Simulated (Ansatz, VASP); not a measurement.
**Two plane-wave programs on Sc2BF2**

```
Sc B F
1.0
     3.03150    0.00000    0.00000
    -1.51575    2.62536    0.00000
     0.00000    0.00000    7.54846
Sc B F
2 1 2
Direct
  0.00000 0.00000 0.43267
  0.33333 0.66667 0.76351
  0.00000 0.00000 0.00000
  0.00000 0.00000 0.17063
  0.66667 0.33333 0.59809
```

Alike in both runs: task relaxation of cell and atoms; functional PBE; k mesh 6 × 6 × 2; occupations gaussian, width 0.1 eV; no spin polarisation.

|  | VASP | Ansatz |
| --- | --- | --- |
| version | VASP 6.6.1 | Ansatz 0.2.0 |
| potentials or method | VASP PAW PBE potentials, release 64 (Sc_sv, B, F), cutoff 600 eV | scalar-relativistic, plane waves, PAW |
| valence electrons in the cell | 39 | 39 |

Ansatz gave:

- gap on the k mesh at the Fermi level, each at its own relaxed structure (eV): none
- relaxed volume (Å³/atom): 17.26
- relaxed length of the cell vector where the two differ most in proportion (Å): 9.677

Q: Which values does VASP return?

A: gap on the k mesh at the Fermi level, each at its own relaxed structure (eV): none; relaxed volume (Å³/atom): 16.31; relaxed length of the cell vector where the two differ most in proportion (Å): 9.139.

A gap of «none» marks a metal or a gap that the smearing closes. One of these differences is far larger than is usual between the two programs; its cause wasn't traced.

The k mesh is coarse, so the values compare programs but aren't converged. Noted on VASP's run: the volume moved by over 15 % at a fixed basis, so the end points are rough.
